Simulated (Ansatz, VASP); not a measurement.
**One calculation of Zr2PdC2, two programs**

```
Zr Pd C
1.0
    -2.20219    2.20219    3.65700
     2.20219   -2.20219    3.65700
     2.20219    2.20219   -3.65700
Zr Pd C
2 1 2
Direct
  0.75000 0.25000 0.50000
  0.25000 0.75000 0.50000
  0.00000 0.00000 0.00000
  0.40191 0.40191 0.00000
  0.59809 0.59809 0.00000
```

Alike in both runs: functional PBE; k mesh 6 × 6 × 6; occupations gaussian, width 0.1 eV; no spin polarisation.

Ansatz relaxed the structure, and its values are those at the end. VASP's run is a single point on that final structure, the one shown.

|  | VASP | Ansatz |
| --- | --- | --- |
| version | VASP 6.6.1 | Ansatz 0.2.0 |
| potentials or method | VASP PAW PBE potentials, release 64 (Zr_sv, Pd, C), cutoff 520 eV | scalar-relativistic, plane waves, PAW |
| valence electrons in the cell | 42 | 50 |

VASP gave:

| Quantity | Value |
| --- | --- |
| gap on the k mesh at the Fermi level (eV) | none |
| pressure (GPa) | 0.3 |
| rms of the force components (eV/Å) | 0.016 |

Q: Estimate Ansatz's values.

A: gap on the k mesh at the Fermi level (eV): none; pressure (GPa): 0.1; rms of the force components (eV/Å): 0.003.

A gap of «none» marks a metal or a gap that the smearing closes. VASP's potentials hold 42 valence electrons a cell and Ansatz's 50, so a difference there can come from the potentials and not from the codes.
